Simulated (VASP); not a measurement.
**BAs: single point with RPBE+D4**

BAs:

```xyz
2
Lattice="0.0000 2.3562 2.3562 2.3562 0.0000 2.3562 2.3562 2.3562 0.0000" Properties=species:S:1:pos:R:3 pbc="T T T"
As    3.5343    3.5343    3.5343
B     0.0000    0.0000    0.0000
```

* Program: VASP 6.6.1
* Task: single point
* Functional: RPBE
* Dispersion: D4
* Potentials or basis: VASP PAW PBE potentials, release 64 (As, B)
* Cutoff: 520 eV
* k mesh: 10 × 10 × 10
* Occupations: fermi-dirac, width 0.05 eV
* Spin: no spin polarisation
* Dipole correction: no
* Further INCAR settings: ALGO = Normal; EDIFF = 1e-06; NBANDS = 11

```yaml
Pressure: 1.6 GPa
Band_gap_on_the_k_mesh: 1.16 eV, indirect (least direct gap 3.33 eV)
Dispersion_energy_per_atom: -0.820 eV
```

Levels at points of the mesh, in eV from the valence-band top:
```tsv
k point	band 1	band 2	band 3	band 4	band 5	band 6	band 7	band 8
(0.00, 0.00, 0.00)	-15.79	0.00	0.00	0.00	3.33	3.33	3.33	5.24
(0.50, 0.00, 0.00)	-12.76	-9.11	-1.90	-1.90	2.95	4.83	4.83	9.03
(0.50, 0.50, 0.00)	-11.36	-8.80	-4.26	-4.26	1.38	1.45	11.82	11.82
```

Wall time 37 s on 1 thread of Intel Xeon 8259CL, with other jobs on the host, peak memory 0.16 GiB.

Caveat: the PAW data sets were made with another functional, which shifts forces and pressure a little. A k mesh can miss the band edges.
